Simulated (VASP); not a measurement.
A run of VASP 6.6.1 is set up as follows.

The input INCAR:

```
SYSTEM = BP
PREC = Accurate ; ENCUT = 600
EDIFF = 1E-7 ; ISMEAR = -1
SIGMA = 0.05 ; LREAL = .FALSE.
LASPH = .TRUE. ; NELM = 80
ALGO = Normal ; ISIF = 3
LWAVE = .FALSE. ; LCHARG = .FALSE.
GGA = RP ; IVDW = 13
IBRION = 2 ; NSW = 60
EDIFFG = -0.01
```

Contents of KPOINTS:

```
Automatic mesh
0
G
  10 10 10
  0 0 0
```

The input POSCAR:

```
BP
1.0
    0.0000000000      2.2690000000      2.2690000000
    2.2690000000      0.0000000000      2.2690000000
    2.2690000000      2.2690000000      0.0000000000
P B
1 1
Direct
    0.7500000000      0.7500000000      0.7500000000
    0.0000000000      0.0000000000      0.0000000000
```

Potentials or basis: VASP PAW PBE potentials, release 64 (P, B).

Run with:

```console
$ cat potpaw_PBE.64/P/POTCAR potpaw_PBE.64/B/POTCAR > POTCAR
$ mpirun -np 1 vasp_std > vasp.out
```

What does it give for the relaxed cell?

a = 3.152 Å, b = 3.152 Å, c = 3.152 Å, α = 60.00°, β = 60.00°, γ = 60.00°.

Estimate the dispersion energy per atom.

-0.824 eV.

Estimate the relaxed volume.

11.07 Å³/atom.

Step by step:
| step | energy change (eV) | largest force (eV/Å) | pressure (GPa) | volume (Å³) |
| --- | --- | --- | --- | --- |
| 1 | 0.0000 | 0.0000 | -8.64 | 23.36 |
| 2 | -0.0151 | 0.0000 | 7.58 | 21.30 |
| 3 | -0.0344 | 0.0000 | -0.02 | 22.15 |

Caveat: the PAW data sets were made with another functional, which shifts forces and pressure a little.
